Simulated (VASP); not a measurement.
Set up this calculation in VASP 6.6.1, as the native input.

```
Task                   : single point
Functional             : PBE
Potentials or basis    : VASP PAW PBE potentials, release 64 (Ru_pv, C)
Cutoff                 : 520 eV
k mesh                 : 6 × 6 × 4
Occupations            : gaussian, width 0.1 eV
Spin                   : no spin polarisation
Dipole correction      : no
Further INCAR settings : ALGO = Normal; EDIFF = 1e-07; NBANDS = 33
```

The structure of Ru3C2 lies in POSCAR:

```
Ru3C2
1.0
    3.8756496400      0.0000000000      0.0000000000
   -1.9378248200      3.3564110400      0.0000000000
    0.0000000000      0.0000000000      4.7591573100
Ru C
3 2
Direct
    0.0000000000      0.0000000000      0.7454000100
    0.0000000000      0.0000000000      0.2545999900
    0.6666666700      0.3333333300      0.0000000000
    0.6666666700      0.3333333300      0.5000000000
    0.3333333300      0.6666666700      0.0000000000
```

These files were run (other wordings do the same):

INCAR

```
ALGO = Normal
EDIFF = 1E-7
ENCUT = 520
GGA = PE
ISIF = 2
ISMEAR = 0
LASPH = T
LCHARG = F
LREAL = F
LWAVE = F
NBANDS = 33
NELM = 100
PREC = Accurate
SIGMA = 0.1
```

KPOINTS

```
k-points
0
Gamma
  6 6 4
```

Potentials or basis: VASP PAW PBE potentials, release 64 (Ru_pv, C).

The run is started by

```console
$ cat potpaw_PBE.64/Ru_pv/POTCAR potpaw_PBE.64/C/POTCAR > POTCAR
$ mpirun -np 1 vasp_std > vasp.out
```

Results of the run:

- Pressure: -4.7 GPa
- Largest force: 1.635 eV/Å
- Band gap on the k mesh: zero (band 25 reaches 10.94 eV, above the bottom of band 26 at 9.44 eV)

Caveat: forces of over 1 eV/Å act on the atoms, so gaps and moduli don't describe the material at rest.

Wall time 52 s on 1 thread of Intel Xeon 6975P-C, on a shared host, peak memory 0.19 GiB.
